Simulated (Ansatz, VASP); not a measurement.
Mg2CdN2 in VASP and in Ansatz

```
Mg Cd N
1.0
     3.55288    0.00000    0.00000
    -1.77644    3.07689    0.00000
     0.00000    0.00000    5.98383
Mg Cd N
2 1 2
Cartesian
  1.7764 1.0256 0.9182
  0.0000 2.0513 5.0657
  0.0000 0.0000 2.9919
  1.7764 1.0256 4.6209
  0.0000 2.0513 1.3629
```

Alike in both runs: task single point; functional PBE; k mesh 6 × 6 × 4; no spin polarisation.

|  | VASP | Ansatz |
| --- | --- | --- |
| version | VASP 6.6.1 | Ansatz 0.2.0 |
| potentials or method | VASP PAW PBE potentials, release 64 (Mg, Cd, N) | scalar-relativistic, plane waves, PAW |
| plane-wave cutoff (eV) | 600 | 420 |
| occupations | gaussian, width 0.272114 eV | gaussian |
| valence electrons in the cell | 26 | 50 |

VASP gave:

```
pressure (GPa)                     : -0.4
rms of the force components (eV/Å) : 0.011
```

Which values does Ansatz return?

Pressure (GPa): -0.3; rms of the force components (eV/Å): 0.019.

Atom by atom the forces differ by 0.017 eV/Å (rms over components). VASP's potentials hold 26 valence electrons a cell and Ansatz's 50, so a difference there can come from the potentials and not from the codes.
